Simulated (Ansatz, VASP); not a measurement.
# Ti in VASP and in Ansatz

INCAR

```
PREC = Accurate ; ENCUT = 520
EDIFF = 1E-6 ; ISMEAR = 0
SIGMA = 0.01 ; LREAL = False
LASPH = True ; NELM = 100
ALGO = Normal ; ISIF = 2
LWAVE = False ; LCHARG = False
LDIPOL = True ; IDIPOL = 3
DIPOL = 0.5 0.5 0.500 ; GGA = PE
NBANDS = 51
```

KPOINTS

```
Automatic mesh
0
Gamma
  12 12 1
```

POSCAR

```
Ti
1.0
    2.9384580613      0.0000000000      0.0000000000
   -1.4692290307      2.5447793291      0.0000000000
    0.0000000000      0.0000000000     28.9519020424
Ti
7
Direct
    0.6666666667      0.3333333333      0.2590503377
    0.3333333333      0.6666666667      0.3393668918
    0.6666666667      0.3333333333      0.4196834459
    0.3333333333      0.6666666667      0.5000000000
    0.6666666667      0.3333333333      0.5803165541
    0.3333333333      0.6666666667      0.6606331082
    0.6666666667      0.3333333333      0.7409496623
```

Input for Ansatz:

```yaml
crystal:
  lattice:
    - [2.9384580613, 0.0, 0.0]
    - [-1.4692290307, 2.5447793291, 0.0]
    - [0.0, 0.0, 28.9519020424]
  atoms:
    - { symbol: Ti, position: [0.6666666667, 0.3333333333, 0.2590503377] }
    - { symbol: Ti, position: [0.3333333333, 0.6666666667, 0.3393668918] }
    - { symbol: Ti, position: [0.6666666667, 0.3333333333, 0.4196834459] }
    - { symbol: Ti, position: [0.3333333333, 0.6666666667, 0.5] }
    - { symbol: Ti, position: [0.6666666667, 0.3333333333, 0.5803165541] }
    - { symbol: Ti, position: [0.3333333333, 0.6666666667, 0.6606331082] }
    - { symbol: Ti, position: [0.6666666667, 0.3333333333, 0.7409496623] }
basis:
  ecutwfc: 420
kpoints:
  mp_grid: { grid: [12, 12, 1] }
hamiltonian:
  xc: pbe
scf:
  occupations: { method: gaussian, width: 0.01 }
  max_iter: 54
output:
  forces: true
  stress: true
  eigenvalues: true
efield:
  axis: 3
  dipole_correction: true
  ramp_width: 0.04
```

Alike in both runs: task single point; functional PBE; k mesh 12 × 12 × 1; occupations gaussian, width 0.01 eV; no spin polarisation.

|  | VASP | Ansatz |
| --- | --- | --- |
| version | VASP 6.6.1 | Ansatz 0.2.0 |
| potentials or method | VASP PAW PBE potentials, release 64 (Ti_sv), cutoff 520 eV | scalar-relativistic, plane waves, PAW |
| valence electrons in the cell | 84 | 84 |

Ansatz gave:

| Item | Value |
| --- | --- |
| gap on the k mesh at the Fermi level (eV) | none |
| rms of the force components (eV/Å) | 0.272 |

Q: Which values does VASP return?

A: gap on the k mesh at the Fermi level (eV): none; rms of the force components (eV/Å): 0.274.

Atom by atom the forces differ by 0.004 eV/Å (rms over components). A gap of «none» marks a metal or a gap that the smearing closes.
